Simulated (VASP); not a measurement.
# GaN (Fm-3m) in VASP: notebook, part 2 of 2

VASP 6.6.1. The steps go on from the part before.

### 3 Single point, r2SCAN

This run uses another cell than the first one, of 9.49 Å³/atom, 1.054 times its volume.

Contents of POSCAR:

```
GaN
1.0
    0.0000000000      2.1172910004      2.1172910004
    2.1172910004      0.0000000000      2.1172910004
    2.1172910004      2.1172910004      0.0000000000
Ga N
1 1
Direct
    0.0000000000      0.0000000000      0.0000000000
    0.5000000000      0.5000000000      0.5000000000
```

Contents of INCAR.step1:

```
PREC = Accurate
ENCUT = 520
ISMEAR = 0
SIGMA = 0.01
LREAL = False
LASPH = True
NELM = 100
NBANDS = 16
GGA = PE
ALGO = Normal
EDIFF = 1E-4
LWAVE = True
LCHARG = False
```

Contents of INCAR.step2:

```
PREC = Accurate
ENCUT = 520
EDIFF = 1E-6
ISMEAR = 0
SIGMA = 0.01
LREAL = False
LASPH = True
NELM = 100
ALGO = Normal
ISIF = 2
LWAVE = False
LCHARG = False
METAGGA = R2SCAN
LMIXTAU = True
NBANDS = 16
ISTART = 1
```

Contents of KPOINTS:

```
Automatic mesh
0
Gamma
  8 8 8
```

Potentials or basis: VASP PAW PBE potentials, release 64 (Ga_d, N).

On the command line:

```
$ cat potpaw_PBE.64/Ga_d/POTCAR potpaw_PBE.64/N/POTCAR > POTCAR
$ cp INCAR.step1 INCAR
$ mpirun -np 1 vasp_std > vasp.out
$ cp INCAR.step2 INCAR
$ mpirun -np 1 vasp_std > vasp.out
```

OUTCAR:

```text
PREC = Accurate
   ENCUT = 520
   EDIFF = 1E-6
   ISMEAR = 0
   LREAL = False
   LASPH = True
   NELM = 100
   ISIF = 2
   METAGGA = R2SCAN
   ISTART = 1

 ion  position               nearest neighbor table
   1  0.000  0.000  0.000-   2 2.12   2 2.12   2 2.12   2 2.12   2 2.12   2 2.12
   2  0.500  0.500  0.500-   1 2.12   1 2.12   1 2.12   1 2.12   1 2.12   1 2.12

  LATTYP: Found a face centered cubic cell.
 ALAT       =     4.2345820008

  Lattice vectors:

 A1 = (   0.0000000000,   2.1172910004,   2.1172910004)
 A2 = (   2.1172910004,   0.0000000000,   2.1172910004)
 A3 = (   2.1172910004,   2.1172910004,   0.0000000000)

Analysis of symmetry for initial positions (statically):
=====================================================================
 Subroutine PRICEL returns:
 Original cell was already a primitive cell.

 Routine SETGRP: Setting up the symmetry group for a
 face centered cubic supercell.

 Subroutine GETGRP returns: Found 48 space group operations
 (whereof 48 operations were pure point group operations)
 out of a pool of 48 trial point group operations.

The static configuration has the point symmetry O_h .

Analysis of symmetry for dynamics (positions and initial velocities):
[... 164 lines left out ...]
 fundamental gap:      1.0840755017
 Fermi energy:         7.7260618690

 k-point     1 :       0.0000    0.0000    0.0000
  band No.  band energies     occupation
      1     -10.4180      2.00000
      2      -6.8019      2.00000
      3      -6.8019      2.00000
      4      -6.8019      2.00000
      5      -6.7348      2.00000
      6      -6.7348      2.00000
[... 433 lines left out ...]
      3      -6.8472      2.00000
      4      -6.7550      2.00000
      5      -6.5814      2.00000
      6      -5.4497      2.00000
[... 8 lines left out ...]
     15      27.4825      0.00000
     16      32.2953      0.00000

 [... further k-points ...]

------------------------ aborting loop because EDIFF is reached ----------------------------------------

  FORCE on cell =-STRESS in cart. coord.  units (eV):
  Direction    XX          YY          ZZ          XY          YZ          ZX
  --------------------------------------------------------------------------------------
  -------------------------------------------------------------------------------------
  Total       -0.2061967     -0.2061967     -0.2061967     -0.0000000     -0.0000000      0.0000000
  in kB      -17.4028599    -17.4028599    -17.4028599     -0.0000000     -0.0000000      0.0000000
  external PRESSURE =     -17.4028599 kB  Pullay stress =       0.0000000 kB

 VOLUME and BASIS-vectors are now :
 -----------------------------------------------------------------------------
  energy-cutoff  :      520.00
  volume of cell :       18.98
      direct lattice vectors                 reciprocal lattice vectors
     0.000000000  2.117291000  2.117291000    -0.236150817  0.236150817  0.236150817
     2.117291000  0.000000000  2.117291000     0.236150817 -0.236150817  0.236150817
     2.117291000  2.117291000  0.000000000     0.236150817  0.236150817 -0.236150817

 POSITION                                       TOTAL-FORCE (eV/Angst)
 -----------------------------------------------------------------------------------
      0.00000      0.00000      0.00000         0.000000      0.000000      0.000000
      2.11729      2.11729      2.11729        -0.000000      0.000000     -0.000000
 -----------------------------------------------------------------------------------
    total drift:                                0.000000     -0.000000     -0.000000

  FREE ENERGIE OF THE ION-ELECTRON SYSTEM (eV)
  ---------------------------------------------------
  free  energy   TOTEN  =       -20.9748286266 eV

  energy  without entropy=      -20.9748286266  energy(sigma->0) =      -20.97482863
```

OUTCAR.step1:

```text
PREC = Accurate
   ENCUT = 520
   ISMEAR = 0
   LREAL = False
   LASPH = True
[... 678 lines left out ...]
      0.00000      0.00000      0.00000         0.000000     -0.000000     -0.000000
      2.11729      2.11729      2.11729        -0.000000      0.000000      0.000000
 -----------------------------------------------------------------------------------
    total drift:                                0.000000     -0.000000     -0.000000

  FREE ENERGIE OF THE ION-ELECTRON SYSTEM (eV)
  ---------------------------------------------------
  free  energy   TOTEN  =       -11.1950538650 eV

  energy  without entropy=      -11.1950538650  energy(sigma->0) =      -11.19505386
```

Wall time 36 s (1 thread of AMD EPYC 7R13 (Zen 3), shared host); peak memory 0.11 GiB.

What came out:

| Item | Value |
| --- | --- |
| Free energy | -20.9748 eV |
| Pressure | -1.7 GPa |
| Band gap on the k mesh | 1.08 eV, indirect (least direct gap 3.24 eV) |

Levels at points of the mesh, in eV from the valence-band top:
| k point | band 7 | band 8 | band 9 | band 10 | band 11 | band 12 |
| --- | --- | --- | --- | --- | --- | --- |
| (0.00, 0.00, 0.00) | -0.50 | -0.50 | -0.50 | 2.74 | 15.44 | 15.44 |
| (0.50, 0.00, 0.00) | -8.30 | -0.16 | -0.16 | 5.36 | 9.79 | 9.79 |
| (0.50, 0.50, 0.00) | -7.16 | -3.08 | -3.08 | 1.08 | 8.51 | 13.01 |

Caveat: the PAW data sets were made with another functional, which shifts forces and pressure a little. A k mesh can miss the band edges.

### 4 Single point, r2SCAN

This run uses another cell than the first one, of 9.74 Å³/atom, 1.081 times its volume.

Contents of POSCAR:

```
GaN
1.0
    0.0000000000      2.1352350000      2.1352350000
    2.1352350000      0.0000000000      2.1352350000
    2.1352350000      2.1352350000      0.0000000000
Ga N
1 1
Direct
    0.0000000000      0.0000000000      0.0000000000
    0.5000000000      0.5000000000      0.5000000000
```

Contents of INCAR.step1:

```
SYSTEM = GaN
ALGO = Normal
EDIFF = 1E-4
ENCUT = 520
GGA = PE
ISMEAR = 0
LASPH = .TRUE.
LCHARG = .FALSE.
LREAL = .FALSE.
LWAVE = .TRUE.
NBANDS = 16
NELM = 80
PREC = Accurate
SIGMA = 0.01
```

Contents of INCAR.step2:

```
SYSTEM = GaN
ALGO = Normal
EDIFF = 1E-7
ENCUT = 520
ISIF = 2
ISMEAR = 0
ISTART = 1
LASPH = .TRUE.
LCHARG = .TRUE.
LELF = .TRUE.
LMIXTAU = .TRUE.
LREAL = .FALSE.
LVHAR = .TRUE.
LWAVE = .FALSE.
METAGGA = R2SCAN
NBANDS = 16
NELM = 80
PREC = Accurate
SIGMA = 0.01
```

Contents of KPOINTS:

```
k-points
0
G
  8 8 8
  0 0 0
```

On the command line:

```
$ cat potpaw_PBE.64/Ga_d/POTCAR potpaw_PBE.64/N/POTCAR > POTCAR
$ cp INCAR.step1 INCAR
$ mpirun -np 1 vasp_std > vasp.out
$ cp INCAR.step2 INCAR
$ mpirun -np 1 vasp_std > vasp.out
```

Wall time 48 s (1 thread of AMD EPYC 7R13 (Zen 3), shared host); peak memory 0.12 GiB.

Results (log left out):

- Free energy: -20.9609 eV
- Pressure: -7.4 GPa
- Band gap on the k mesh: 0.92 eV, indirect (least direct gap 2.91 eV)

Levels at points of the mesh, in eV from the valence-band top:
```
           k point  band 6  band 7  band 8  band 9  band 10  band 11  band 12  band 13
(0.00, 0.00, 0.00)  -14.33   -0.47   -0.47   -0.47     2.44    15.28    15.28    15.28
(0.50, 0.00, 0.00)  -14.19   -8.17   -0.16   -0.16     5.24     9.64     9.64     9.90
(0.50, 0.50, 0.00)  -11.62   -6.97   -2.99   -2.99     0.92     8.47    12.74    15.25
```

Caveat: the PAW data sets were made with another functional, which shifts forces and pressure a little. r2SCAN opens gaps a little over a GGA but as a rule still falls short of measured ones.

### 5 Overview

```csv
cell,gap on the mesh (eV),pressure (GPa)
"a = 2.942 Å, angles 60.0°, 2 atoms",1.45,12.2
"a = 2.994 Å, angles 60.0°, 2 atoms",1.08,-1.7
"a = 3.020 Å, angles 60.0°, 2 atoms",0.92,-7.4
```

Alike in all rows: task single point; level r2SCAN; potentials or basis VASP PAW PBE potentials, release 64 (Ga_d, N); no spin polarisation; k mesh 8 × 8 × 8; cutoff (eV) 520; smearing gaussian 0.01 eV.

Caveats: the PAW data sets were made with another functional, which shifts forces and pressure a little.

Total energies depend on the potentials used, so only differences within one code and one set of settings carry meaning.
